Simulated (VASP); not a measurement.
# Ta3Si3Ag (P1) in VASP: single point with PBE

Aim: the single point of Ta3Si3Ag with PBE.

All numbers are computed with VASP 6.6.1; they aren't measurements. Logs are shortened: lines on timing, memory, paths and dates and some standing lists are left out, and cuts for length are marked.

### Step 1. The cell of the first run

The typed cell holds 7 atoms: a = 5.092 Å, b = 5.108 Å, c = 5.183 Å, α = 104.67°, β = 104.58°, γ = 104.90°.

### Step 2. Single point, PBE

The input, INCAR:

```
SYSTEM = Ta3Si3Ag
ALGO     = Fast           ! electronic algorithm
EDIFF    = 1E-6           ! SCF threshold, eV
ENCUT    = 520            ! plane-wave cutoff, eV
GGA      = PE             ! functional
ISIF     = 2              ! what is computed and relaxed
ISMEAR   = 0              ! smearing method
LASPH    = .True.         ! aspherical terms in the spheres
LCHARG   = .False.        ! write CHGCAR
LREAL    = .False.        ! projectors in reciprocal space
LWAVE    = .False.        ! write WAVECAR
NBANDS   = 37             ! bands
NELM     = 60             ! most SCF steps
PREC     = Accurate       ! precision mode
SIGMA    = 0.1            ! smearing width, eV
```

The input, KPOINTS:

```
k-points
0
Gamma
  4 4 4
  0 0 0
```

The input, POSCAR:

```
Ta3Si3Ag
1.0
    5.0917793499      0.0000000000      0.0000000000
   -1.3139528880      4.9365621882      0.0000000000
   -1.3049702241     -1.7054632698      4.7176838945
Ta Si Ag
3 3 1
Direct
    0.5249952378      0.9206823596      0.5431014141
    0.5199607315      0.5234706376      0.9053498822
    0.9258178266      0.5294625076      0.5441618700
    0.6002525266      0.0682237873      0.0771639157
    0.0636578942      0.5895615463      0.0746609641
    0.0484960854      0.0551180078      0.5520621782
    0.3168196979      0.3134811539      0.3034997758
```

Potentials or basis: VASP PAW PBE potentials, release 64 (Ta_pv, Si, Ag).

On the command line:

```console
> cat potpaw_PBE.64/Ta_pv/POTCAR potpaw_PBE.64/Si/POTCAR potpaw_PBE.64/Ag/POTCAR > POTCAR
> mpirun -np 1 vasp_std > vasp.out
```

OUTCAR:

```text
SYSTEM = Ta3Si3Ag
   EDIFF = 1E-6
   ENCUT = 520
   GGA = PE
   ISIF = 2
   ISMEAR = 0
   LASPH = .True.
   LREAL = .False.
   NELM = 60
   PREC = Accurate

 ion  position               nearest neighbor table
   1  0.525  0.921  0.543-   6 2.56   4 2.58   6 2.69   5 2.70   4 2.79   7 2.83   7 2.90   2 3.09
                             2 3.19   3 3.19   3 3.20   3 3.25   2 3.40
   2  0.520  0.523  0.905-   4 2.58   5 2.59   6 2.73   5 2.75   4 2.78   7 2.84   7 2.85   1 3.09
                             3 3.12   3 3.14   1 3.19   1 3.40   3 3.42
   3  0.926  0.529  0.544-   5 2.58   6 2.58   6 2.66   4 2.69   5 2.76   7 2.83   7 2.90   2 3.12
                             2 3.14   1 3.19   1 3.20   1 3.25   2 3.42
   4  0.600  0.068  0.077-   7 2.46   1 2.58   2 2.58   3 2.69   2 2.78   1 2.79   6 2.93   5 3.08
                             7 3.32
   5  0.064  0.590  0.075-   7 2.46   3 2.58   2 2.59   1 2.70   2 2.75   3 2.76   6 3.00   4 3.08
                             7 3.36
   6  0.048  0.055  0.552-   7 2.47   1 2.56   3 2.58   3 2.66   1 2.69   2 2.73   4 2.93   5 3.00

   7  0.317  0.313  0.303-   4 2.46   5 2.46   6 2.47   1 2.83   3 2.83   2 2.84   2 2.85   1 2.90
                             3 2.90   4 3.32   5 3.36

  LATTYP: Found a triclinic cell.
 ALAT       =     5.1834441811
 B/A-ratio  =     1.5682968173
 C/A-ratio  =     0.9855292789
 COS(alpha) =     0.0003394847
 COS(beta)  =     0.2531961908
 COS(gamma) =     0.7953247308

  Lattice vectors:

 A1 = (  -1.3049702241,  -1.7054632698,   4.7176838945)
 A2 = (  -6.3967495740,  -1.7054632698,   4.7176838945)
 A3 = (   1.3139528880,  -4.9365621882,   0.0000000000)

Analysis of symmetry for initial positions (statically):
=====================================================================
 Subroutine PRICEL returns:
 Original cell was already a primitive cell.

 Routine SETGRP: Setting up the symmetry group for a
 triclinic supercell.

 Subroutine GETGRP returns: Found  1 space group operations
 (whereof  1 operations were pure point group operations)
 out of a pool of  2 trial point group operations.

The static configuration has the point symmetry C_1 .

Analysis of symmetry for dynamics (positions and initial velocities):
=====================================================================
 Subroutine PRICEL returns:
 Original cell was already a primitive cell.

 Routine SETGRP: Setting up the symmetry group for a
 triclinic supercell.

 Subroutine GETGRP returns: Found  1 space group operations
 (whereof  1 operations were pure point group operations)
 out of a pool of  2 trial point group operations.

The dynamic configuration has the point symmetry C_1 .

 Subroutine INISYM returns: Found  1 space group operations
[... 111 lines left out ...]
   IBRION =     -1    ionic relax: 0-MD 1-quasi-New 2-CG
   NFREE  =      0    steps in history (QN), initial steepest desc. (CG)
   ISIF   =      2    stress and relaxation
   ISYM   =      2    0-nonsym 1-usesym 2-fastsym
   POTIM  = 0.5000    time-step for ionic-motion
   TEBEG  =    0.0;   TEEND  =   0.0 temperature during run
   PSTRESS=    0.0 pullay stress
   NELECT =      56.0000    total number of electrons
   NUPDOWN=      -1.0000    fix difference up-down
   EMIN   =  10.00;   EMAX   =-10.00  energy-range for DOS
   EFERMI =   0.00;   METHOD = LEGACY
   ISMEAR =     0;   SIGMA  =   0.10  broadening in eV -4-tet -1-fermi 0-gaus
   EFERMI_NEDOS =   21; number of points for ismear=-14 and -15
   IALGO  =     68    algorithm
   IMIX   =      4    mixing-type and parameters
     AMIX     =   0.40;   BMIX     =  1.00
     AMIX_MAG =   1.60;   BMIX_MAG =  1.00
  volume/ion in A,a.u.               =      16.94       114.32
  Fermi-wavevector in a.u.,A,eV,Ry     =   1.274862  2.409140 22.113182  1.625273
  Thomas-Fermi vector in A             =   2.407606
   LORBIT       =      0    0 simple, 1 ext, 2 COOP (PROOUT), +10 PAW based schemes
   GGA     = PE    functional components
   LHFCALC =     F    Hartree Fock is set to
   AEXX    =    0.0000 exact exchange contribution
   IVDW    =     0    specifies the selected vdW correction
   LEPSILON=     F    determine dielectric tensor
   LRPA    =     F    only Hartree local field effects (RPA)
 non-spin polarized calculation
 RMM-DIIS sequential band-by-band and
 Gauss-broadening in eV      SIGMA  =   0.10
  energy-cutoff  :      520.00
  volume of cell :      118.58
 maximum number of plane-waves:      3210
 NGX is ok and might be reduce to    40
   NGX = 19   NGY = 19   NGZ = 19

 number of electron      56.0000002 magnetization

 Free energy of the ion-electron system (eV)
  ---------------------------------------------------
  ext. energy  EPLUGINS =         0.00000000
  ---------------------------------------------------
  free energy    TOTEN  =       -54.86586853 eV

  energy without entropy =      -54.84158147  energy(sigma->0) =      -54.85372500

 E-fermi :   7.2195     XC(G=0): -11.7746

 val. band max:        7.2165769248   @ k =   0.2500  -0.2500   0.2500
 cond. band min:       7.2301753543   @ k =   0.2500   0.0000   0.2500
 fundamental gap:      0.0135984295
 Fermi energy:         7.2195457766

 k-point     1 :       0.0000    0.0000    0.0000
  band No.  band energies     occupation
      1     -27.1063      2.00000
      2     -27.0995      2.00000
      3     -27.0886      2.00000
      4     -27.0187      2.00000
      5     -26.9827      2.00000
      6     -26.9634      2.00000
[... 949 lines left out ...]
     36      11.2210      0.00000
     37      11.9339      0.00000

 [... further k-points ...]
[... 5 lines left out ...]
  --------------------------------------------------------------------------------------
  -------------------------------------------------------------------------------------
  Total        0.5152735      0.7210459      1.4183507      0.6318847      1.1136602      0.7602764
  in kB        6.9618615      9.7420528     19.1633393      8.5373958     15.0466653     10.2720957
  external PRESSURE =      11.9557512 kB  Pullay stress =       0.0000000 kB

 VOLUME and BASIS-vectors are now :
 -----------------------------------------------------------------------------
  energy-cutoff  :      520.00
  volume of cell :      118.58
      direct lattice vectors                 reciprocal lattice vectors
     5.091779350  0.000000000  0.000000000     0.196394999  0.052273985  0.073222580
    -1.313952888  4.936562188  0.000000000     0.000000000  0.202570121  0.073229981
    -1.304970224 -1.705463270  4.717683895     0.000000000  0.000000000  0.211968420

 POSITION                                       TOTAL-FORCE (eV/Angst)
 -----------------------------------------------------------------------------------
      0.75470      3.61877      2.56218        -0.212141     -0.224310     -0.122098
      0.77825      1.04010      4.27115         0.020539     -0.006139     -0.327328
      3.30826      1.68568      2.56718        -0.204402     -0.020659     -0.114436
      2.86601      0.20519      0.36403         0.207936      0.211212      0.285813
     -0.54795      2.78308      0.35223         0.092671      0.275258      0.239491
     -0.54592     -0.66943      2.60445         0.296766      0.069462      0.269531
      0.80522      1.02991      1.43182        -0.201369     -0.304824     -0.230974
 -----------------------------------------------------------------------------------
    total drift:                               -0.000015     -0.000077      0.000142

  FREE ENERGIE OF THE ION-ELECTRON SYSTEM (eV)
  ---------------------------------------------------
  free  energy   TOTEN  =       -54.8658685259 eV

  energy  without entropy=      -54.8415814689  energy(sigma->0) =      -54.85372500
```

OSZICAR:

```text
N       E                     dE             d eps       ncg     rms          rms(c)
DAV:   1     0.428860834087E+03    0.42886E+03   -0.28857E+04  2696   0.147E+03
DAV:   2    -0.384029237227E+02   -0.46726E+03   -0.45596E+03  2895   0.390E+02
DAV:   3    -0.584627324466E+02   -0.20060E+02   -0.19557E+02  3328   0.719E+01
DAV:   4    -0.588609246267E+02   -0.39819E+00   -0.39610E+00  3312   0.982E+00
DAV:   5    -0.588674896001E+02   -0.65650E-02   -0.65574E-02  3274   0.127E+00    0.267E+01
RMM:   6    -0.554324845743E+02    0.34350E+01   -0.15733E+01  2878   0.175E+01    0.152E+01
RMM:   7    -0.549129243924E+02    0.51956E+00   -0.36921E+00  3188   0.851E+00    0.564E+00
RMM:   8    -0.548733306838E+02    0.39594E-01   -0.10955E+00  3312   0.400E+00    0.143E+00
RMM:   9    -0.548662978391E+02    0.70328E-02   -0.17111E-01  3444   0.160E+00    0.535E-01
RMM:  10    -0.548654605010E+02    0.83734E-03   -0.30428E-02  3355   0.716E-01    0.279E-01
RMM:  11    -0.548657727565E+02   -0.31226E-03   -0.84119E-03  3498   0.382E-01    0.171E-01
RMM:  12    -0.548658690430E+02   -0.96286E-04   -0.20845E-03  3632   0.189E-01    0.908E-02
RMM:  13    -0.548659262816E+02   -0.57239E-04   -0.94432E-04  3266   0.136E-01    0.527E-02
RMM:  14    -0.548658630342E+02    0.63247E-04   -0.30031E-04  3151   0.909E-02    0.107E-02
RMM:  15    -0.548658685034E+02   -0.54691E-05   -0.62441E-05  3629   0.328E-02    0.565E-03
RMM:  16    -0.548658685259E+02   -0.22546E-07   -0.97249E-06  3007   0.135E-02
   1 F= -.54865869E+02 E0= -.54853725E+02  d E =-.242871E-01
```

Run time: 80 s. Hardware: 1 thread of Intel Xeon 6975P-C (Granite Rapids), shared host; peak memory 0.33 GiB.

What came out:

```yaml
Free_energy: -54.8659 eV
Pressure: 1.2 GPa
Largest_force: 0.432 eV/Å
Band_gap_on_the_k_mesh: zero (bands 28 and 29 overlap by 0.83 eV)
```

Forces in eV/Å, atoms in the order of the input:
```
Ta  -0.212 -0.224 -0.122
Ta   0.021 -0.006 -0.327
Ta  -0.204 -0.021 -0.114
Si   0.208  0.211  0.286
Si   0.093  0.275  0.239
Si   0.297  0.069  0.270
Ag  -0.201 -0.305 -0.231
```

Stress tensor (GPa, compression positive):
```
0.70 0.85 1.03
0.85 0.97 1.50
1.03 1.50 1.92
```

Caveat: spin-orbit coupling is left out, which moves the levels of the heavy elements.
